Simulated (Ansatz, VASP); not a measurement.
# Sn2GeO3 in VASP and in Ansatz

The input INCAR:

```
PREC     = Accurate       # precision mode
ENCUT    = 600            # plane-wave cutoff, eV
EDIFF    = 1E-7           # SCF threshold, eV
ISMEAR   = 0              # smearing method
SIGMA    = 0.1            # smearing width, eV
LREAL    = False          # projectors in reciprocal space
LASPH    = True           # aspherical terms in the spheres
NELM     = 80             # most SCF steps
ALGO     = Normal         # electronic algorithm
ISIF     = 3              # what is computed and relaxed
LWAVE    = False          # write WAVECAR
LCHARG   = False          # write CHGCAR
GGA      = PE             # functional
IBRION   = 2              # ionic algorithm
NSW      = 90             # ionic steps
EDIFFG   = -0.04          # ionic threshold
```

The input KPOINTS:

```
regular mesh
0
Gamma
  6 6 6
```

File POSCAR:

```
Sn2GeO3
1.0
    1.8343366124     -8.7384501055      0.0000000000
    1.8343366124      8.7384501055      0.0000000000
    0.0000000000      0.0000000000      2.9842446295
Sn Ge O
2 1 3
Direct
    0.6576156961      0.3423843039      0.5000000000
    0.3423843039      0.6576156961      0.5000000000
    0.0000000000      0.0000000000      0.0000000000
    0.0749717180      0.9250282820      0.5000000000
    0.9250282820      0.0749717180      0.5000000000
    0.5000000000      0.5000000000      0.0000000000
```

Input for Ansatz:

```yaml
crystal:
  lattice:
    - [1.8343366124, -8.7384501055, 0.0]
    - [1.8343366124, 8.7384501055, 0.0]
    - [0.0, 0.0, 2.9842446295]
  atoms:
    - { symbol: Sn, position: [0.6576156961, 0.3423843039, 0.5] }
    - { symbol: Sn, position: [0.3423843039, 0.6576156961, 0.5] }
    - { symbol: Ge, position: [0.0, 0.0, 0.0] }
    - { symbol: O, position: [0.074971718, 0.925028282, 0.5] }
    - { symbol: O, position: [0.925028282, 0.074971718, 0.5] }
    - { symbol: O, position: [0.5, 0.5, 0.0] }
basis:
  ecutwfc: 420
kpoints:
  mp_grid: { grid: [6, 6, 6] }
hamiltonian:
  xc: pbe
scf:
  occupations: { method: gaussian, width: 0.1 }
  lower_state_search: "off"
output:
  forces: true
  stress: true
  eigenvalues: true
relax:
  adjacent_minimum: "off"
  f_tol: 0.04
  max_steps: 70
  cell: { stress_tol: 0.4 }
```

Change from the starting cell: species swapped into the Li2CeO3 type (Cmmm, No. 65).

Alike in both runs: task relaxation of cell and atoms; functional PBE; k mesh 6 × 6 × 6; occupations gaussian, width 0.1 eV; no spin polarisation.

|  | VASP | Ansatz |
| --- | --- | --- |
| version | VASP 6.6.1 | Ansatz 0.2.0 |
| potentials or method | VASP PAW PBE potentials, release 64 (Sn_d, Ge_d, O), cutoff 600 eV | scalar-relativistic, plane waves, PAW |
| valence electrons in the cell | 60 | 60 |

|  | VASP | Ansatz | Ansatz less VASP |
| --- | --- | --- | --- |
| gap on the k mesh at the Fermi level, each at its own relaxed structure (eV) | none | none | - |
| relaxed volume (Å³/atom) | 15.35 | 15.35 | +0.007 |
| relaxed length of the cell vector where the two differ most in proportion (Å) | 8.551 | 8.495 | -0.0556 |

A gap of «none» marks a metal or a gap that the smearing closes.
